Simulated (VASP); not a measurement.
RbLuSe2, 4 atoms in the cell. Symmetry: R-3m, No. 166, trigonal system. Conventional cell: a = 4.092 Å, b = 4.092 Å, c = 23.416 Å, α = 90.00°, β = 90.00°, γ = 120.00°. Within 4.6 Å of Rb (site symmetry -3m) lie 6 Se at 3.36 Å and 6 Rb at 4.09 Å and 6 Lu at 4.56 Å. Lu (site symmetry -3m) has 6 Se at 2.81 Å within 3.7 Å. Se (site symmetry 3m) has 3 Lu at 2.81 Å and 3 Rb at 3.36 Å within 3.7 Å.  This cell differs from its parent crystal: z stretched by -0.5 %, x and y held.

* Program: VASP 6.6.1
* Task: single point
* Functional: PBEsol
* Potentials or basis: VASP PAW PBE potentials, release 64 (Rb_sv, Lu, Se)
* Cutoff: 520 eV
* k mesh: 6 × 6 × 6
* Occupations: gaussian, width 0.01 eV
* Spin: no spin polarisation
* Dipole correction: no
* Further INCAR settings: ALGO = Normal; EDIFF = 1e-06; NBANDS = 31

Potentials or basis: VASP PAW PBE potentials, release 64 (Rb_sv, Lu, Se).

Command:

```bash
$ cat potpaw_PBE.64/Rb_sv/POTCAR potpaw_PBE.64/Lu/POTCAR potpaw_PBE.64/Se/POTCAR > POTCAR
$ mpirun -np 1 vasp_std > vasp.out
```

Hardware: 1 thread of Oxide Virtual Turin-like Processor, on a shared host.

Question: How long does it take, and how much memory?

Answer: Wall time 12 min on 1 thread of Oxide Virtual Turin-like Processor, on a shared host, peak memory 0.6 GiB. Counts: scf iterations 14, k points 32.
